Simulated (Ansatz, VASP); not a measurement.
Fe: VASP beside Ansatz

INCAR

```
ALGO     = Normal         # electronic algorithm
EDIFF    = 1E-6           # SCF threshold, eV
ENCUT    = 520            # plane-wave cutoff, eV
GGA      = PE             # functional
ISIF     = 2              # what is computed and relaxed
ISMEAR   = -1             # smearing method
ISPIN    = 2              # spin polarisation
LASPH    = T              # aspherical terms in the spheres
LCHARG   = T              # write CHGCAR
LELF     = T              # ELF
LMAXMIX  = 4              # l up to which the mixer works
LORBIT   = 11             # projections on sites
LREAL    = F              # projectors in reciprocal space
LVHAR    = T            
LWAVE    = F              # write WAVECAR
MAGMOM   = 3 3            # initial moments
NBANDS   = 19             # bands
NELM     = 150            # most SCF steps
PREC     = Accurate       # precision mode
SIGMA    = 0.1            # smearing width, eV
```

KPOINTS

```
k-points
0
Gamma
  9 9 9
```

File POSCAR:

```
Fe
1.0
    0.0000000000     -1.9417396906      1.9651051623
    0.0000000000      1.9417396906      1.9651051623
   -2.9968794198      0.0000000000      0.0000000000
Fe
2
Direct
    0.0000000000      0.0000000000      0.0000000000
    0.5000000000      0.5000000000      0.5000000000
```

Input for Ansatz:

```yaml
crystal:
  lattice:
    - [0.0, -1.9417396906, 1.9651051623]
    - [0.0, 1.9417396906, 1.9651051623]
    - [-2.9968794198, 0.0, 0.0]
  atoms:
    - { symbol: Fe, position: [0.0, 0.0, 0.0], spin: 3.0 }
    - { symbol: Fe, position: [0.5, 0.5, 0.5], spin: 3.0 }
magnetization:
  spin_polarized: true
kpoints:
  mp_grid: { grid: [9, 9, 9] }
scf:
  occupations: { method: fermi_dirac, width: 0.1 }
  lower_state_search: "off"
hamiltonian:
  xc: pbe
  pseudopotentials: { kind: paw }
output:
  forces: true
  stress: true
  eigenvalues: true
```

Alike in both runs: task single point; functional PBE; k mesh 9 × 9 × 9; occupations fermi-dirac, width 0.1 eV; collinear spin.

|  | VASP | Ansatz |
| --- | --- | --- |
| version | VASP 6.6.1 | Ansatz 0.2.0 |
| potentials or method | VASP PAW PBE potentials, release 64 (Fe) | PAW with Ansatz's default frozen-core files, scalar-relativistic |
| plane-wave cutoff (eV) | 520 | 420 |
| valence electrons in the cell | 16 | 32 |

VASP gave:

```
pressure (GPa)                                                : -0.6
traceless stress, the component that is largest in VASP (GPa) : -5.52
net moment per atom (μB)                                      : 2.21
size of the moment on the site where the two differ most (μB) : 2.21
```

Problem. Which values does Ansatz return?

Solution. Pressure (GPa): -0.6; traceless stress, the component that is largest in VASP (GPa): -5.59; net moment per atom (μB): 2.19; size of the moment on the site where the two differ most (μB): 2.23.

Site moments also hang on the region over which each program counts them. The functional is the same, so the differences come from potentials, cutoffs and numerics. VASP's potentials hold 16 valence electrons a cell and Ansatz's 32, so a difference there can come from the potentials and not from the codes.
